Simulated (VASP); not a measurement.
The system is Zn.

```xyz
2
Lattice="2.5901 0.0000 0.0000 -1.2950 2.2431 0.0000 0.0000 0.0000 4.9151" Properties=species:S:1:pos:R:3 pbc="T T T"
Zn    0.0000    1.4954    1.2288
Zn    1.2950    0.7477    3.6863
```

Base run:

```yaml
Program: VASP 6.6.1
Functional: r2SCAN
Potentials_or_basis: VASP PAW PBE potentials, release 64 (Zn)
Cutoff: 520 eV
k_mesh: 11 × 11 × 5
Occupations: fermi-dirac, width 0.05 eV
Spin: no spin polarisation
```

Its results: band gap on the k mesh zero (band 12 reaches 5.23 eV, above the bottom of band 13 at 0.10 eV); pressure 2.0 GPa.

Problem. The run is repeated on the same cell with these changes: functional from r2SCAN to PBEsol. What comes out?

Solution. Band gap on the k mesh zero (band 12 reaches 5.17 eV, above the bottom of band 13 at 0.16 eV); pressure 0.7 GPa.

Caveats: the PAW data sets were made with another functional, which shifts forces and pressure a little.
